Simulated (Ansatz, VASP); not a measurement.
# GaN in VASP and in Ansatz

File INCAR:

```
PREC = Accurate
ENCUT = 520
EDIFF = 1E-8
ISMEAR = -1
SIGMA = 0.02
LREAL = F
LASPH = T
NELM = 80
ALGO = Normal
ISIF = 2
LWAVE = F
LCHARG = F
GGA = PS
LEFG = T
NBANDS = 16
```

Contents of KPOINTS:

```
Automatic mesh
0
Gamma
  13 13 13
```

Contents of POSCAR:

```
GaN
1.0
   -0.0597750000      1.9626125000      1.9626125000
    1.9626125000     -0.0597750000      1.9626125000
    1.9626125000      1.9626125000     -0.0597750000
Ga N
1 1
Direct
    0.5000000000      0.5000000000      0.5000000000
    0.0000000000      0.0000000000      0.0000000000
```

Input for Ansatz:

```yaml
crystal:
  lattice:
    - [-0.059775, 1.9626125, 1.9626125]
    - [1.9626125, -0.059775, 1.9626125]
    - [1.9626125, 1.9626125, -0.059775]
  atoms:
    - { symbol: Ga, position: [0.5, 0.5, 0.5] }
    - { symbol: "N", position: [0.0, 0.0, 0.0] }
kpoints:
  mp_grid: { grid: [13, 13, 13] }
scf:
  occupations: { method: fermi_dirac, width: 0.02 }
hamiltonian:
  xc: pbesol
  pseudopotentials: { kind: all_electron, datasets: crystal }
output:
  forces: true
  stress: true
  eigenvalues: true
  efg: { contact_densities: true }
```

Change from the starting cell: equal xy, yz and zx shear strains of -3 %, crystal datasets.

Alike in both runs: task electric field gradients; functional PBEsol; k mesh 13 × 13 × 13; occupations fermi-dirac, width 0.02 eV; no spin polarisation.

```csv
,VASP,Ansatz
version,VASP 6.6.1,Ansatz 0.2.0
potentials or method,"VASP PAW PBE potentials, release 64 (Ga_d, N), cutoff 520 eV","all-electron PAW with datasets made for the crystal, scalar-relativistic"
```

```tsv
	VASP	Ansatz	Ansatz less VASP
gap on the k mesh at the Fermi level (eV)	1.64	1.65	+0.012
pressure (GPa)	59.8	59.1	-0.67
traceless stress, the component that is largest in VASP (GPa)	7.63	7.64	+0.012
size of Vzz on the site where it differs most (V/Å²)	6.5	9.7	+3.27
```

VASP's potentials were made for PBE, not for PBEsol. Both programs put the cell under a high pressure, so it lies far from rest at this level. Ansatz ran all-electron here, and VASP with PAW potentials.
